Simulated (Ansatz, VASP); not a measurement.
## Two plane-wave programs on GaSb

INCAR

```
SYSTEM = GaSb
PREC = Accurate
ENCUT = 520
EDIFF = 1E-6
ISMEAR = 0
SIGMA = 0.15
LREAL = .False.
LASPH = .True.
NELM = 80
ALGO = Normal
ISIF = 2
LWAVE = .False.
LCHARG = .False.
GGA = PE
NBANDS = 16
```

Contents of KPOINTS:

```
Automatic mesh
0
Gamma
  16 16 16
  0 0 0
```

The input POSCAR:

```
GaSb
1.0
   -2.9595500000      2.9595500000      1.3914000000
    2.9595500000     -2.9595500000      1.3914000000
    2.9595500000      2.9595500000     -1.3914000000
Ga Sb
1 1
Direct
    0.2500000000      0.7500000000      0.5000000000
    0.0000000000      0.0000000000      0.0000000000
```

Input for Ansatz:

```yaml
crystal:
  lattice:
    - [-2.95955, 2.95955, 1.3914]
    - [2.95955, -2.95955, 1.3914]
    - [2.95955, 2.95955, -1.3914]
  atoms:
    - { symbol: Ga, position: [0.25, 0.75, 0.5] }
    - { symbol: Sb, position: [0.0, 0.0, 0.0] }
basis:
  ecutwfc: 420
kpoints:
  mp_grid: { grid: [16, 16, 16] }
hamiltonian:
  xc: pbe
  pseudopotentials: { kind: paw, azcp: { folder: soft_1 } }
scf:
  occupations: { method: gaussian, width: 0.15 }
output:
  forces: true
  stress: true
  eigenvalues: true
```

Alike in both runs: task single point; functional PBE; k mesh 16 × 16 × 16; occupations gaussian, width 0.15 eV; no spin polarisation.

|  | VASP | Ansatz |
| --- | --- | --- |
| version | VASP 6.6.1 | Ansatz 0.2.0 |
| potentials or method | VASP PAW PBE potentials, release 64 (Ga_d, Sb), cutoff 520 eV | scalar-relativistic, plane waves, PAW |
| valence electrons in the cell | 18 | 28 |

VASP gave:

| Quantity | Value |
| --- | --- |
| gap on the k mesh at the Fermi level (eV) | none |
| pressure (GPa) | 2.4 |
| traceless stress, the component that is largest in VASP (GPa) | 8.65 |

Question: What did Ansatz give for the same quantities?

Answer: gap on the k mesh at the Fermi level (eV): none; pressure (GPa): 2.3; traceless stress, the component that is largest in VASP (GPa): 8.58.

A gap of «none» marks a metal or a gap that the smearing closes. VASP's potentials hold 18 valence electrons a cell and Ansatz's 28, so a difference there can come from the potentials and not from the codes.

Neither program's run includes spin-orbit coupling.
